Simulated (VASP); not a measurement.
A run of VASP 6.6.1:

The input POSCAR:

```
GaN
1.0
    0.0000000000      2.2489367673      2.1477346128
    2.2489367673      0.0000000000      2.1477346128
    2.2489367673      2.2489367673      0.0000000000
Ga N
1 1
Direct
    0.0000000000      0.0000000000      0.0000000000
    0.7500000000      0.7500000000      0.7500000000
```

The input INCAR.step1:

```
ALGO = Normal ; EDIFF = 1E-5
ENCUT = 910 ; GGA = PE
GGA_COMPAT = False ; ISMEAR = 0
LASPH = True ; LCHARG = False
LREAL = False ; LWAVE = True
NBANDS = 16 ; NELM = 120
PREC = Accurate ; SIGMA = 0.05
```

File INCAR.step2:

```
ALGO = Normal ; EDIFF = 1E-6
ENCUT = 910 ; GGA_COMPAT = False
ISIF = 2 ; ISMEAR = 0
ISTART = 1 ; LASPH = True
LCHARG = False ; LMIXTAU = True
LREAL = False ; LWAVE = False
METAGGA = R2SCAN ; NBANDS = 16
NELM = 120 ; PREC = Accurate
SIGMA = 0.05
```

File KPOINTS:

```
k-points
0
Gamma
  10 10 10
```

Potentials or basis: VASP PAW PBE potentials, release 64 (Ga_d, N_h).

Command:

```bash
$ cat potpaw_PBE.64/Ga_d/POTCAR potpaw_PBE.64/N_h/POTCAR > POTCAR
$ cp INCAR.step1 INCAR
$ mpirun -np 1 vasp_std > vasp.out
$ cp INCAR.step2 INCAR
$ mpirun -np 1 vasp_std > vasp.out
```

Hardware: 1 thread of AMD EPYC 9R45 96-Core Processor (Zen 5) (shared host).

**Question.** How long does it take, and how much memory?

**Answer.** Run time: 3.2 min on 1 thread of AMD EPYC 9R45 96-Core Processor (Zen 5), on a shared host, peak memory 0.21 GiB. Counts: k points 102.
